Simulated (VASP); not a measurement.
# Ga2O3 (C2/m) in VASP: single point with PBEsol

Aim: the single point of Ga2O3 with PBEsol.

All numbers are computed with VASP 6.6.1; they aren't measurements. Logs are shortened: lines on timing, memory, paths and dates and some standing lists are left out, and cuts for length are marked.

## Step 1: The cell of the first run

The structure is monoclinic, space group C2/m (No. 12). The conventional cell has a = 12.277 Å, b = 3.047 Å, c = 5.811 Å, α = 90.00°, β = 103.71°, γ = 90.00°. Within 2.6 Å of Ga (site symmetry m) lie 6 O at 1.94 to 2.08 Å. Ga (site symmetry m) has 4 O at 1.84 to 1.87 Å within 2.4 Å. O (site symmetry m) has 3 Ga at 1.84 to 1.94 Å within 2.4 Å. O (site symmetry m) has 4 Ga at 1.87 to 2.08 Å within 2.5 Å. Within 2.4 Å of O (site symmetry m) lie 3 Ga at 1.84 to 1.95 Å.

## Step 2: Single point, PBEsol

INCAR reads:

```
ALGO = Normal
EDIFF = 1E-7
ENCUT = 520
GGA = PS
ISIF = 2
ISMEAR = 0
LASPH = T
LCHARG = F
LREAL = F
LWAVE = F
NBANDS = 55
NELM = 60
PREC = Accurate
SIGMA = 0.02
```

KPOINTS reads:

```
k-points
0
Gamma
  10 10 6
```

POSCAR reads:

```
Ga2O3
1.0
    6.1387112737     -1.5236549002      0.0036338569
    6.1387112737      1.5236549002      0.0036338569
   -1.3804430904      0.0000000000      5.6441811507
Ga O
4 6
Direct
    0.3412681462      0.3412681462      0.6854225958
    0.6587318538      0.6587318538      0.3145774042
    0.9094801487      0.9094801487      0.2046026810
    0.0905198513      0.0905198513      0.7953973190
    0.5037665294      0.5037665294      0.7440692382
    0.4962334706      0.4962334706      0.2559307618
    0.8267804849      0.8267804849      0.4372337329
    0.1732195151      0.1732195151      0.5627662671
    0.1652767027      0.1652767027      0.1095913546
    0.8347232973      0.8347232973      0.8904086454
```

Potentials or basis: VASP PAW PBE potentials, release 64 (Ga_d, O).

Command:

```console
> cat potpaw_PBE.64/Ga_d/POTCAR potpaw_PBE.64/O/POTCAR > POTCAR
> mpirun -np 1 vasp_std > vasp.out
```

OUTCAR:

```text
EDIFF = 1E-7
   ENCUT = 520
   GGA = PS
   ISIF = 2
   ISMEAR = 0
   LASPH = T
   LREAL = F
   NELM = 60
   PREC = Accurate

 ion  position               nearest neighbor table
   1  0.341  0.341  0.685-   5 1.94  10 1.95  10 1.95   8 2.02   7 2.08   7 2.08
   2  0.659  0.659  0.315-   6 1.94   9 1.95   9 1.95   7 2.02   8 2.08   8 2.08
   3  0.909  0.909  0.205-  10 1.84   6 1.84   6 1.84   7 1.87
   4  0.091  0.091  0.795-   9 1.84   5 1.84   5 1.84   8 1.87
   5  0.504  0.504  0.744-   4 1.84   4 1.84   1 1.94
   6  0.496  0.496  0.256-   3 1.84   3 1.84   2 1.94
   7  0.827  0.827  0.437-   3 1.87   2 2.02   1 2.08   1 2.08
   8  0.173  0.173  0.563-   4 1.87   1 2.02   2 2.08   2 2.08
   9  0.165  0.165  0.110-   4 1.84   2 1.95   2 1.95
  10  0.835  0.835  0.890-   3 1.84   1 1.95   1 1.95

  LATTYP: Found a base centered monoclinic cell.
 ALAT       =    12.2774246985
 B/A-ratio  =     0.2482043161
 C/A-ratio  =     0.4732704642
 COS(beta)  =    -0.2370005445

  Lattice vectors:

 A1 = (   6.1387112737,  -1.5236549002,   0.0036338569)
 A2 = (   6.1387112737,   1.5236549002,   0.0036338569)
 A3 = (  -1.3804430904,   0.0000000000,   5.6441811507)

Analysis of symmetry for initial positions (statically):
=====================================================================
 Subroutine PRICEL returns:
 Original cell was already a primitive cell.

 Routine SETGRP: Setting up the symmetry group for a
 base centered monoclinic supercell.

 Subroutine GETGRP returns: Found  4 space group operations
 (whereof  4 operations were pure point group operations)
 out of a pool of  4 trial point group operations.

The static configuration has the point symmetry C_2h.

Analysis of symmetry for dynamics (positions and initial velocities):
=====================================================================
 Subroutine PRICEL returns:
 Original cell was already a primitive cell.

 Routine SETGRP: Setting up the symmetry group for a
 base centered monoclinic supercell.

 Subroutine GETGRP returns: Found  4 space group operations
 (whereof  4 operations were pure point group operations)
 out of a pool of  4 trial point group operations.

The dynamic configuration has the point symmetry C_2h.

 Subroutine INISYM returns: Found  4 space group operations
 (whereof  4 operations are pure point group operations),
 and found     1 'primitive' translations

----------------------------------------------------------------------------------------

                                     Primitive cell

  volume of cell :     105.5985

  direct lattice vectors                    reciprocal lattice vectors
     6.138711274 -1.523654900  0.003633857     0.081438530 -0.328158299  0.019918081
     6.138711274  1.523654900  0.003633857     0.081438530  0.328158299  0.019918081
    -1.380443090  0.000000000  5.644181151    -0.000104864  0.000000000  0.177147971

  length of vectors
     6.324975380  6.324975380  5.810542487     0.338698735  0.338698735  0.177148002

  position of ions in fractional coordinates (direct lattice)
     0.341268146  0.341268146  0.685422596
     0.658731854  0.658731854  0.314577404
     0.909480149  0.909480149  0.204602681
     0.090519851  0.090519851  0.795397319
     0.503766529  0.503766529  0.744069238
     0.496233471  0.496233471  0.255930762
     0.826780485  0.826780485  0.437233733
     0.173219515  0.173219515  0.562766267
     0.165276703  0.165276703  0.109591355
     0.834723297  0.834723297  0.890408645

  ion indices of the primitive-cell ions
   primitive index   ion index
                 1           1
                 2           2
                 3           3
                 4           4
                 5           5
                 6           6
                 7           7
                 8           8
                 9           9
                10          10

----------------------------------------------------------------------------------------

 KPOINTS: k-points

Automatic generation of k-mesh.
 Grid dimensions read from file:
 generate k-points for:   10   10    6

 Generating k-lattice:

  Cartesian coordinates                     Fractional coordinates (reciprocal lattice)
     0.008143853 -0.032815830  0.001991808     0.100000000  0.000000000  0.000000000
     0.008143853  0.032815830  0.001991808     0.000000000  0.100000000  0.000000000
    -0.000017477  0.000000000  0.029524662     0.000000000  0.000000000  0.166666667

  Length of vectors
     0.033869874  0.033869874  0.029524667

  Shift w.r.t. Gamma in fractional coordinates (k-lattice)
     0.000000000  0.000000000  0.000000000

 Subroutine IBZKPT returns following result:
 ===========================================

 Found    172 irreducible k-points:

 Following reciprocal coordinates:
            Coordinates               Weight
  0.000000  0.000000  0.000000      1.000000
  0.100000  0.000000  0.000000      4.000000
  0.200000  0.000000  0.000000      4.000000
  0.300000 -0.000000  0.000000      4.000000
  0.400000  0.000000  0.000000      4.000000
  0.500000 -0.000000  0.000000      2.000000
[... 16 lines left out ...]
  0.300000  0.300000  0.000000      2.000000
  0.400000  0.300000  0.000000      4.000000
 [... further k-points ...]
   k-points           NKPTS =    172   k-points in BZ     NKDIM =    172   number of bands    NBANDS=     55
   number of dos      NEDOS =    301   number of ions     NIONS =     10
   total plane-waves  NPLWV = 110592
   dimension x,y,z NGX =    48 NGY =   48 NGZ =   48
   dimension x,y,z NGXF=    96 NGYF=   96 NGZF=   96
   ions per type =               4   6
   NGX,Y,Z   is equivalent  to a cutoff of  12.62, 12.62, 13.73 a.u.
   NGXF,Y,Z  is equivalent  to a cutoff of  25.23, 25.23, 27.47 a.u.
 SYSTEM =  unknown system
   PREC   = accura    normal or accurate (medium, high low for compatibility)
   ISTART =      0    job   : 0-new  1-cont  2-samecut
   ICHARG =      2    charge: 1-file 2-atom 10-const
   ISPIN  =      1    spin polarized calculation?
   LNONCOLLINEAR =      F non collinear calculations
   LSORBIT =      F    spin-orbit coupling
   LASPH  =      T    aspherical Exc in radial PAW
   ENCUT  =  520.0 eV  38.22 Ry    6.18 a.u.  11.76 11.76 10.80*2*pi/ulx,y,z
   NELM   =     60;   NELMIN=  2; NELMDL= -5     # of ELM steps
   EDIFF  = 0.1E-06   stopping-criterion for ELM
   LREAL  =      F    real-space projection
   EDIFFG = 0.1E-05   stopping-criterion for IOM
   NSW    =      0    number of steps for IOM
   IBRION =     -1    ionic relax: 0-MD 1-quasi-New 2-CG
   NFREE  =      0    steps in history (QN), initial steepest desc. (CG)
   ISIF   =      2    stress and relaxation
   ISYM   =      2    0-nonsym 1-usesym 2-fastsym
   POTIM  = 0.5000    time-step for ionic-motion
   TEBEG  =    0.0;   TEEND  =   0.0 temperature during run
   PSTRESS=    0.0 pullay stress
   NELECT =      88.0000    total number of electrons
   NUPDOWN=      -1.0000    fix difference up-down
   EMIN   =  10.00;   EMAX   =-10.00  energy-range for DOS
   EFERMI =   0.00;   METHOD = LEGACY
   ISMEAR =     0;   SIGMA  =   0.02  broadening in eV -4-tet -1-fermi 0-gaus
   EFERMI_NEDOS =   21; number of points for ismear=-14 and -15
   IALGO  =     38    algorithm
   IMIX   =      4    mixing-type and parameters
     AMIX     =   0.40;   BMIX     =  1.00
     AMIX_MAG =   1.60;   BMIX_MAG =  1.00
  volume/ion in A,a.u.               =      10.56        71.26
  Fermi-wavevector in a.u.,A,eV,Ry     =   1.540576  2.911267 32.291727  2.373375
  Thomas-Fermi vector in A             =   2.646644
   LORBIT       =      0    0 simple, 1 ext, 2 COOP (PROOUT), +10 PAW based schemes
   GGA     = PS    functional components
   LHFCALC =     F    Hartree Fock is set to
   AEXX    =    0.0000 exact exchange contribution
   IVDW    =     0    specifies the selected vdW correction
   LEPSILON=     F    determine dielectric tensor
   LRPA    =     F    only Hartree local field effects (RPA)
 non-spin polarized calculation
 Gauss-broadening in eV      SIGMA  =   0.02
  energy-cutoff  :      520.00
  volume of cell :      105.60
 maximum number of plane-waves:      2868
   NGX = 23   NGY = 23   NGZ = 21

 number of electron      88.0000013 magnetization

 Free energy of the ion-electron system (eV)
  ---------------------------------------------------
  ext. energy  EPLUGINS =         0.00000000
  ---------------------------------------------------
  free energy    TOTEN  =       -63.89548840 eV

  energy without entropy =      -63.89548840  energy(sigma->0) =      -63.89548840

 E-fermi :   3.7796     XC(G=0): -11.8584

 val. band max:        3.6692863840   @ k =   0.5000   0.4000   0.5000
 cond. band min:       5.8916192799   @ k =   0.0000   0.0000   0.0000
 fundamental gap:      2.2223328959
 Fermi energy:         3.7796353390

 k-point     1 :       0.0000    0.0000    0.0000
  band No.  band energies     occupation
      1     -15.1864      2.00000
      2     -13.9947      2.00000
      3     -13.9760      2.00000
      4     -13.8687      2.00000
      5     -13.3878      2.00000
      6     -13.3763      2.00000
[... 47 lines left out ...]
     54      15.8163      0.00000
     55      16.0821      0.00000

 k-point     2 :       0.1000    0.0000    0.0000
  band No.  band energies     occupation
      1     -15.1074      2.00000
      2     -13.9840      2.00000
      3     -13.9624      2.00000
      4     -13.8094      2.00000
      5     -13.3898      2.00000
      6     -13.3764      2.00000
[... 47 lines left out ...]
     54      15.1657      0.00000
     55      15.3862      0.00000
[... 1216 lines left out ...]
     54      15.6842      0.00000
     55      15.8897      0.00000

 k-point    24 :       0.4000    0.3000    0.0000
  band No.  band energies     occupation
      1     -14.9043      2.00000
      2     -14.4321      2.00000
      3     -13.9464      2.00000
      4     -13.6043      2.00000
      5     -13.3962      2.00000
      6     -13.3774      2.00000
[... 47 lines left out ...]
     54      14.8187      0.00000
     55      16.0416      0.00000

 [... further k-points ...]

------------------------ aborting loop because EDIFF is reached ----------------------------------------

  FORCE on cell =-STRESS in cart. coord.  units (eV):
  Direction    XX          YY          ZZ          XY          YZ          ZX
  --------------------------------------------------------------------------------------
  -------------------------------------------------------------------------------------
  Total        0.1644068      0.2738413      0.2002569      0.0000000      0.0000000      0.0037875
  in kB        2.4944378      4.1548170      3.0383688      0.0000000      0.0000000      0.0574649
  external PRESSURE =       3.2292079 kB  Pullay stress =       0.0000000 kB

 VOLUME and BASIS-vectors are now :
 -----------------------------------------------------------------------------
  energy-cutoff  :      520.00
  volume of cell :      105.60
      direct lattice vectors                 reciprocal lattice vectors
     6.138711274 -1.523654900  0.003633857     0.081438530 -0.328158299  0.019918081
     6.138711274  1.523654900  0.003633857     0.081438530  0.328158299  0.019918081
    -1.380443090  0.000000000  5.644181151    -0.000104864  0.000000000  0.177147971

 POSITION                                       TOTAL-FORCE (eV/Angst)
 -----------------------------------------------------------------------------------
      3.24371      0.00000      3.87113         0.009884      0.000000      0.019904
      7.65327      0.00000      1.78032        -0.009884      0.000000     -0.019904
     10.88363      0.00000      1.16142         0.002424      0.000000     -0.001755
      0.01335      0.00000      4.49002        -0.002424      0.000000      0.001755
      5.15781      0.00000      4.20332         0.005355      0.000000      0.000248
      5.73917      0.00000      1.44813        -0.005355      0.000000     -0.000248
      9.54716      0.00000      2.47384         0.013527      0.000000     -0.013552
      1.34982      0.00000      3.17761        -0.013527      0.000000      0.013552
      1.87789      0.00000      0.61975         0.006443      0.000000     -0.016056
      9.01909      0.00000      5.03169        -0.006443      0.000000      0.016056
 -----------------------------------------------------------------------------------
    total drift:                                0.000000     -0.000000     -0.000000

  FREE ENERGIE OF THE ION-ELECTRON SYSTEM (eV)
  ---------------------------------------------------
  free  energy   TOTEN  =       -63.8954883983 eV

  energy  without entropy=      -63.8954883983  energy(sigma->0) =      -63.89548840
```

It took 46 min on 1 thread of Oxide Virtual Turin-like, shared host; peak memory 0.78 GiB.

Results:

```yaml
Free_energy: -63.8955 eV
Pressure: 0.3 GPa
Largest_force: 0.022 eV/Å
Band_gap_on_the_k_mesh: 2.22 eV (least direct gap 2.24 eV)
```

Forces on the atoms (eV/Å):
```
Ga   0.010  0.000  0.020
Ga  -0.010  0.000 -0.020
Ga   0.002  0.000 -0.002
Ga  -0.002  0.000  0.002
O    0.005  0.000  0.000
O   -0.005  0.000  0.000
O    0.014  0.000 -0.014
O   -0.014  0.000  0.014
O    0.006  0.000 -0.016
O   -0.006  0.000  0.016
```

Stress tensor (GPa, compression positive):
```
0.25 0.00 0.01
0.00 0.42 0.00
0.01 0.00 0.30
```

Levels at points of the mesh, in eV from the valence-band top:
```
           k point  band 41  band 42  band 43  band 44  band 45  band 46  band 47  band 48
(0.00, 0.00, 0.00)    -0.69    -0.50    -0.30    -0.02     2.22     5.52     6.54     6.57
(0.50, 0.00, 0.00)    -0.78    -0.73    -0.48    -0.11     5.46     6.34     7.06     7.31
(0.50, 0.50, 0.00)    -0.70    -0.68    -0.42    -0.16     4.41     4.66     5.63     6.39
(0.00, 0.00, 0.50)    -0.68    -0.66    -0.51    -0.31     4.61     4.74     6.56     7.03
(0.50, 0.00, 0.50)    -1.11    -1.07    -0.75    -0.66     6.73     6.77     7.66     7.84
(0.50, 0.50, 0.50)    -0.66    -0.62    -0.60    -0.01     5.02     5.15     6.06     6.37
```

Caveat: the PAW data sets were made with another functional, which shifts forces and pressure a little. A k mesh can miss the band edges.
